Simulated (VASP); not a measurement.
# Na (Im-3m) in VASP: notebook

Na is run at these levels: b88 exchange, pbe correlation; tasks: single point.

Program: VASP 6.6.1. These are calculated values, not measurements. Logs are shortened: lines on timing, memory, paths and dates and some standing lists are left out, and cuts for length are marked.

### Step 1. The cell of the first run

It takes space group Im-3m (No. 229, cubic). The conventional cell has a = 4.195 Å, b = 4.195 Å, c = 4.195 Å, α = 90.00°, β = 90.00°, γ = 90.00°. Within 4.8 Å of Na (site symmetry m-3m) lie 14 Na at 3.63 to 4.19 Å.

### Step 2. Single point, b88 exchange, pbe correlation, collinear spin (36.90 Å³/atom)

File INCAR:

```
SYSTEM = Na
  PREC = Accurate
  ENCUT = 500
  EDIFF = 1E-6
  ISMEAR = -1
  SIGMA = 0.05
  LREAL = .False.
  LASPH = .True.
  NELM = 200
  ALGO = Normal
  ISIF = 2
  LWAVE = .False.
  LCHARG = .False.
  ISPIN = 2
  MAGMOM = 0.5
  LORBIT = 11
  GGA = LIBXC
  LIBXC1 = GGA_X_B88
  LIBXC2 = GGA_C_PBE
  NBANDS = 14
  GGA_COMPAT = .False.
```

File KPOINTS:

```
Automatic mesh
0
Gamma
  9 9 9
  0 0 0
```

File POSCAR:

```
Na
1.0
   -2.0972938588      2.0972938588      2.0972938588
    2.0972938588     -2.0972938588      2.0972938588
    2.0972938588      2.0972938588     -2.0972938588
Na
1
Direct
    0.0000000000      0.0000000000      0.0000000000
```

Potentials or basis: VASP PAW PBE potentials, release 64 (Na_pv).

Command:

```
> cat potpaw_PBE.64/Na_pv/POTCAR > POTCAR
> mpirun -np 1 vasp_std > vasp.out
```

OUTCAR:

```text
SYSTEM = Na
   PREC = Accurate
   ENCUT = 500
   EDIFF = 1E-6
   ISMEAR = -1
   LREAL = .False.
   LASPH = .True.
   NELM = 200
   ISIF = 2
   ISPIN = 2
   LORBIT = 11
   GGA = LIBXC

 ion  position               nearest neighbor table
   1  0.000  0.000  0.000-

  LATTYP: Found a body centered cubic cell.
 ALAT       =     4.1945877176

  Lattice vectors:

 A1 = (  -2.0972938588,   2.0972938588,   2.0972938588)
 A2 = (   2.0972938588,  -2.0972938588,   2.0972938588)
 A3 = (   2.0972938588,   2.0972938588,  -2.0972938588)

Analysis of symmetry for initial positions (statically):
=====================================================================
 Subroutine PRICEL returns:
 Original cell was already a primitive cell.

 Routine SETGRP: Setting up the symmetry group for a
 body centered cubic supercell.

 Subroutine GETGRP returns: Found 48 space group operations
 (whereof 48 operations were pure point group operations)
 out of a pool of 48 trial point group operations.

The static configuration has the point symmetry O_h .

Analysis of symmetry for dynamics (positions and initial velocities):
=====================================================================
 Subroutine PRICEL returns:
 Original cell was already a primitive cell.

 Routine SETGRP: Setting up the symmetry group for a
 body centered cubic supercell.

 Subroutine GETGRP returns: Found 48 space group operations
 (whereof 48 operations were pure point group operations)
 out of a pool of 48 trial point group operations.

The dynamic configuration has the point symmetry O_h .

Analysis of structural, dynamic, and magnetic symmetry:
=====================================================================
 Subroutine PRICEL returns:
 Original cell was already a primitive cell.

 Routine SETGRP: Setting up the symmetry group for a
 body centered cubic supercell.

 Subroutine GETGRP returns: Found 48 space group operations
 (whereof 48 operations were pure point group operations)
 out of a pool of 48 trial point group operations.

The overall configuration has the point symmetry O_h .

 Subroutine INISYM returns: Found 48 space group operations
 (whereof 48 operations are pure point group operations),
 and found     1 'primitive' translations

----------------------------------------------------------------------------------------

                                     Primitive cell

  volume of cell :      36.9010

  direct lattice vectors                    reciprocal lattice vectors
    -2.097293859  2.097293859  2.097293859     0.000000000  0.238402453  0.238402453
     2.097293859 -2.097293859  2.097293859     0.238402453  0.000000000  0.238402453
     2.097293859  2.097293859 -2.097293859     0.238402453  0.238402453  0.000000000

  length of vectors
     3.632619522  3.632619522  3.632619522     0.337151982  0.337151982  0.337151982

  position of ions in fractional coordinates (direct lattice)
     0.000000000  0.000000000  0.000000000

  ion indices of the primitive-cell ions
   primitive index   ion index
                 1           1

----------------------------------------------------------------------------------------

 KPOINTS: Automatic mesh

Automatic generation of k-mesh.
 Grid dimensions read from file:
 generate k-points for:    9    9    9

 Generating k-lattice:

  Cartesian coordinates                     Fractional coordinates (reciprocal lattice)
     0.000000000  0.026489161  0.026489161     0.111111111  0.000000000  0.000000000
     0.026489161  0.000000000  0.026489161     0.000000000  0.111111111  0.000000000
     0.026489161  0.026489161  0.000000000     0.000000000  0.000000000  0.111111111

  Length of vectors
     0.037461331  0.037461331  0.037461331

  Shift w.r.t. Gamma in fractional coordinates (k-lattice)
     0.000000000  0.000000000  0.000000000

 Subroutine IBZKPT returns following result:
 ===========================================

 Found     35 irreducible k-points:

 Following reciprocal coordinates:
            Coordinates               Weight
  0.000000  0.000000  0.000000      1.000000
  0.111111  0.000000  0.000000     12.000000
  0.222222  0.000000  0.000000     12.000000
  0.333333  0.000000  0.000000     12.000000
  0.444444  0.000000  0.000000     12.000000
  0.111111  0.111111  0.000000     24.000000
[... 16 lines left out ...]
 -0.333333  0.444444  0.111111     48.000000
 -0.444444 -0.444444  0.111111     24.000000
 [... further k-points ...]
   k-points           NKPTS =     35   k-points in BZ     NKDIM =     35   number of bands    NBANDS=     14
   number of dos      NEDOS =    301   number of ions     NIONS =      1
   total plane-waves  NPLWV =  21952
   dimension x,y,z NGX =    28 NGY =   28 NGZ =   28
   dimension x,y,z NGXF=    56 NGYF=   56 NGZF=   56
   ions per type =               1
   NGX,Y,Z   is equivalent  to a cutoff of  12.81, 12.81, 12.81 a.u.
   NGXF,Y,Z  is equivalent  to a cutoff of  25.63, 25.63, 25.63 a.u.
 SYSTEM =  Na
   PREC   = accura    normal or accurate (medium, high low for compatibility)
   ISTART =      0    job   : 0-new  1-cont  2-samecut
   ICHARG =      2    charge: 1-file 2-atom 10-const
   ISPIN  =      2    spin polarized calculation?
   LNONCOLLINEAR =      F non collinear calculations
   LSORBIT =      F    spin-orbit coupling
   LASPH  =      T    aspherical Exc in radial PAW
   ENCUT  =  500.0 eV  36.75 Ry    6.06 a.u.   6.62  6.62  6.62*2*pi/ulx,y,z
   NELM   =    200;   NELMIN=  2; NELMDL= -5     # of ELM steps
   EDIFF  = 0.1E-05   stopping-criterion for ELM
   LREAL  =      F    real-space projection
   EDIFFG = 0.1E-04   stopping-criterion for IOM
   NSW    =      0    number of steps for IOM
   IBRION =     -1    ionic relax: 0-MD 1-quasi-New 2-CG
   NFREE  =      0    steps in history (QN), initial steepest desc. (CG)
   ISIF   =      2    stress and relaxation
   ISYM   =      2    0-nonsym 1-usesym 2-fastsym
   POTIM  = 0.5000    time-step for ionic-motion
   TEBEG  =    0.0;   TEEND  =   0.0 temperature during run
   PSTRESS=    0.0 pullay stress
   NELECT =       7.0000    total number of electrons
   NUPDOWN=      -1.0000    fix difference up-down
   EMIN   =  10.00;   EMAX   =-10.00  energy-range for DOS
   EFERMI =   0.00;   METHOD = LEGACY
   ISMEAR =    -1;   SIGMA  =   0.05  broadening in eV -4-tet -1-fermi 0-gaus
   EFERMI_NEDOS =   21; number of points for ismear=-14 and -15
   IALGO  =     38    algorithm
   IMIX   =      4    mixing-type and parameters
     AMIX     =   0.40;   BMIX     =  1.00
     AMIX_MAG =   1.60;   BMIX_MAG =  1.00
  volume/ion in A,a.u.               =      36.90       249.02
  Fermi-wavevector in a.u.,A,eV,Ry     =   0.940650  1.777571 12.038749  0.884823
  Thomas-Fermi vector in A             =   2.068083
   LORBIT       =     11    0 simple, 1 ext, 2 COOP (PROOUT), +10 PAW based schemes
   GGA     = LIBXC    functional components
   LHFCALC =     F    Hartree Fock is set to
   AEXX    =    0.0000 exact exchange contribution
   IVDW    =     0    specifies the selected vdW correction
   LEPSILON=     F    determine dielectric tensor
   LRPA    =     F    only Hartree local field effects (RPA)
 spin polarized calculation
  energy-cutoff  :      500.00
  volume of cell :       36.90
 maximum number of plane-waves:       959
   NGX = 13   NGY = 13   NGZ = 13

 number of electron       7.0000004 magnetization       0.0007180

 number of electron       7.0000004 magnetization      -0.0001752

 Free energy of the ion-electron system (eV)
  ---------------------------------------------------
  ext. energy  EPLUGINS =         0.00000000
  ---------------------------------------------------
  free energy    TOTEN  =        -1.24358160 eV

  energy without entropy =       -1.24037326  energy(sigma->0) =       -1.24197743

 E-fermi :   0.3989     XC(G=0):  -6.4053

 val. band max:        0.3021682535   @ k =  -0.3333   0.4444   0.1111
 cond. band min:       0.4983031967   @ k =   0.4444   0.0000   0.0000
 fundamental gap:      0.1961349432
 Fermi energy:         0.3988678891

 spin component 1

 k-point     1 :       0.0000    0.0000    0.0000
  band No.  band energies     occupation
      1     -24.6090      1.00000
      2     -24.6090      1.00000
      3     -24.6090      1.00000
      4      -2.8685      1.00000
      5      12.2217      0.00000
      6      12.2217      0.00000
      7      12.2217      0.00000
      8      13.1856      0.00000
      9      13.1856      0.00000
     10      13.6933      0.00000
     11      13.6933      0.00000
     12      13.6933      0.00000
     13      14.2452      0.00000
     14      14.2452      0.00000
[... 375 lines left out ...]
 k-point    24 :      -0.4444   -0.4444    0.1111
  band No.  band energies     occupation
      1     -24.6406      1.00000
      2     -24.6260      1.00000
      3     -24.6145      1.00000
      4       1.6861      0.00000
      5       2.2247      0.00000
      6       5.6887      0.00000
      7       9.2887      0.00000
      8      11.0674      0.00000
      9      12.4046      0.00000
     10      13.4817      0.00000
     11      15.3077      0.00000
     12      20.9274      0.00000
     13      22.2281      0.00000
     14      23.1067      0.00000

 [... further k-points ...]

 spin component 2

 k-point     1 :       0.0000    0.0000    0.0000
  band No.  band energies     occupation
      1     -24.6090      1.00000
      2     -24.6090      1.00000
      3     -24.6090      1.00000
      4      -2.8688      1.00000
      5      12.2217      0.00000
      6      12.2217      0.00000
      7      12.2217      0.00000
      8      13.1850      0.00000
      9      13.1850      0.00000
     10      13.6926      0.00000
     11      13.6926      0.00000
     12      13.6926      0.00000
     13      14.2457      0.00000
     14      14.2457      0.00000
[... 375 lines left out ...]
 k-point    24 :      -0.4444   -0.4444    0.1111
  band No.  band energies     occupation
      1     -24.6406      1.00000
      2     -24.6260      1.00000
      3     -24.6145      1.00000
      4       1.6857      0.00000
      5       2.2245      0.00000
      6       5.6886      0.00000
      7       9.2884      0.00000
      8      11.0674      0.00000
      9      12.4043      0.00000
     10      13.4819      0.00000
     11      15.3076      0.00000
     12      20.9276      0.00000
     13      22.2281      0.00000
     14      23.1067      0.00000

 [... further k-points ...]

------------------------ aborting loop because EDIFF is reached ----------------------------------------

  FORCE on cell =-STRESS in cart. coord.  units (eV):
  Direction    XX          YY          ZZ          XY          YZ          ZX
  --------------------------------------------------------------------------------------
  -------------------------------------------------------------------------------------
  Total        0.0744206      0.0744206      0.0744206      0.0000000      0.0000000     -0.0000000
  in kB        3.2312171      3.2312171      3.2312171      0.0000000      0.0000000     -0.0000000
  external PRESSURE =       3.2312171 kB  Pullay stress =       0.0000000 kB

 VOLUME and BASIS-vectors are now :
 -----------------------------------------------------------------------------
  energy-cutoff  :      500.00
  volume of cell :       36.90
      direct lattice vectors                 reciprocal lattice vectors
    -2.097293859  2.097293859  2.097293859     0.000000000  0.238402453  0.238402453
     2.097293859 -2.097293859  2.097293859     0.238402453  0.000000000  0.238402453
     2.097293859  2.097293859 -2.097293859     0.238402453  0.238402453  0.000000000

 POSITION                                       TOTAL-FORCE (eV/Angst)
 -----------------------------------------------------------------------------------
      0.00000      0.00000      0.00000        -0.000000     -0.000000      0.000000
 -----------------------------------------------------------------------------------
    total drift:                               -0.000000     -0.000000     -0.000000

  FREE ENERGIE OF THE ION-ELECTRON SYSTEM (eV)
  ---------------------------------------------------
  free  energy   TOTEN  =        -1.2435816025 eV

  energy  without entropy=       -1.2403732608  energy(sigma->0) =       -1.24197743

 total charge

# of ion       s       p       d       tot
------------------------------------------
    1        0.096   5.968   0.000   6.064

 magnetization (x)

# of ion       s       p       d       tot
------------------------------------------
    1        0.000  -0.000   0.000  -0.000
```

It took 16 s on 1 thread of Intel Xeon 6975P-C (Granite Rapids), shared host; peak memory 0.17 GiB.

Results:

* Free energy: -1.2436 eV
* Pressure: 0.3 GPa
* Net moment: 0.00 μB per cell
* Valence electrons inside the program's atomic spheres: Na 6.06

Caveat: the PAW data sets were made with another functional, which shifts forces and pressure a little.

(Continued in part 2 of 2.)
